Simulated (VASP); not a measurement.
A run of VASP 6.6.1 is set up as follows.

File INCAR:

```
PREC = Accurate
ENCUT = 520
EDIFF = 1E-7
ISMEAR = 0
SIGMA = 0.02
LREAL = Auto
LASPH = T
NELM = 100
ALGO = Normal
ISIF = 2
LWAVE = F
LCHARG = T
GGA = PE
LELF = T
LVHAR = T
NBANDS = 24
```

Contents of KPOINTS:

```
Automatic mesh
0
Gamma
  6 4 4
```

POSCAR

```
AlH7
1.0
    4.6838835149      0.0675730853      0.0075470412
    0.8119936211      7.9578553986     -0.0522189589
    0.7545568529      3.8945434404      7.0342413135
Al H
2 14
Direct
    0.9608827238      0.9320103695      0.0335606632
    0.4609882819      0.9318658811      0.0332198258
    0.5656047575      0.6384230489      0.6458311871
    0.4864327580      0.5495911504      0.7022894118
    0.0270634959      0.9253403273      0.5550833436
    0.9214850675      0.9845139885      0.4802367239
    0.0520497414      0.3269074498      0.5336559990
    0.1316796874      0.4158081790      0.4786391665
    0.6212345297      0.3845838112      0.1384565056
    0.5068621065      0.3192398307      0.1990710134
    0.2386141314      0.9393487729      0.8656406971
    0.1773123286      0.0919930311      0.0454558256
    0.7050548012      0.0994572638      0.8778989253
    0.2168735504      0.7646474518      0.1888691673
    0.6829050069      0.9241056657      0.2012544296
    0.7449570321      0.7721637782      0.0208371149
```

Potentials or basis: VASP PAW PBE potentials, release 64 (Al, H).

The run is started by

```console
$ cat potpaw_PBE.64/Al/POTCAR potpaw_PBE.64/H/POTCAR > POTCAR
$ mpirun -np 1 vasp_std > vasp.out
```

Question: What does it give for the pressure?

Answer: -0.1 GPa.

Question: Estimate the band gap on the k mesh.

Answer: 2.56 eV, indirect (the least direct gap lies 4.1 meV higher).

Question: Predict the largest force.

Answer: 0.018 eV/Å.

Forces on the atoms (eV/Å):
```
Al   0.002  0.000  0.000
Al   0.000  0.000 -0.002
H   -0.005 -0.007  0.005
H    0.004  0.007 -0.005
H   -0.003  0.001 -0.003
H    0.003 -0.001  0.003
H    0.008  0.013 -0.009
H   -0.009 -0.013  0.009
H   -0.007 -0.004  0.006
H    0.007  0.004 -0.006
H    0.000  0.001  0.004
H    0.000 -0.004  0.001
H    0.000 -0.003  0.005
H   -0.001  0.003 -0.004
H    0.000 -0.001 -0.005
H    0.001  0.003  0.001
```

A k mesh can miss the band edges. PBE gaps usually lie below the measured ones, often by a third to a half.
